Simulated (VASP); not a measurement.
B: single point with PBE

B:

```
B
1.0
     2.44962    1.41429    4.18155
    -2.44962    1.41429    4.18155
     0.00000   -2.82858    4.18155
B
12
Direct
  0.01025 0.65409 0.01025
  0.01025 0.01025 0.65409
  0.65409 0.01025 0.01025
  0.98975 0.34591 0.98975
  0.34591 0.98975 0.98975
  0.98975 0.98975 0.34591
  0.22101 0.63066 0.22101
  0.22101 0.22101 0.63066
  0.63066 0.22101 0.22101
  0.77899 0.36934 0.77899
  0.36934 0.77899 0.77899
  0.77899 0.77899 0.36934
```

| Property | Result |
| --- | --- |
| Program | VASP 6.6.1 |
| Task | single point |
| Functional | PBE |
| Potentials or basis | VASP PAW PBE potentials, release 64 (B) |
| Cutoff | 520 eV |
| k mesh | 6 × 6 × 6 |
| Occupations | fermi-dirac, width 0.05 eV |
| Spin | non-collinear spin, zero start, spin-orbit coupling |
| Dipole correction | no |
| Further INCAR settings | ALGO = Normal; EDIFF = 1e-07; NBANDS = 58 |

```json
{
  "Pressure": "0.1 GPa",
  "Largest force": "0.015 eV/Å",
  "Net moment": "0.00 μB per cell",
  "Valence electrons inside the program's atomic spheres": "B 2.11, 1.95 (each value once)"
}
```

Forces in eV/Å, atoms in the order of the input:
```
B    0.009 -0.005 -0.005
B    0.000  0.010 -0.005
B   -0.009 -0.005 -0.005
B   -0.009  0.005  0.005
B    0.009  0.005  0.005
B    0.000 -0.010  0.005
B    0.013 -0.007  0.004
B    0.000  0.015  0.004
B   -0.013 -0.007  0.004
B   -0.013  0.007 -0.004
B    0.013  0.007 -0.004
B    0.000 -0.015 -0.004
```

Moments on the atoms (μB; x, y, z):
```
B   0.00 0.00 0.00
B   0.00 0.00 0.00
B   0.00 0.00 0.00
B   0.00 0.00 0.00
B   0.00 0.00 0.00
B   0.00 0.00 0.00
B   0.00 0.00 0.00
B   0.00 0.00 0.00
B   0.00 0.00 0.00
B   0.00 0.00 0.00
B   0.00 0.00 0.00
B   0.00 0.00 0.00
```

Run time: 6.2 min on 1 thread of Intel(R) Xeon(R) 6975P-C (Granite Rapids) (shared host), peak memory 0.58 GiB.
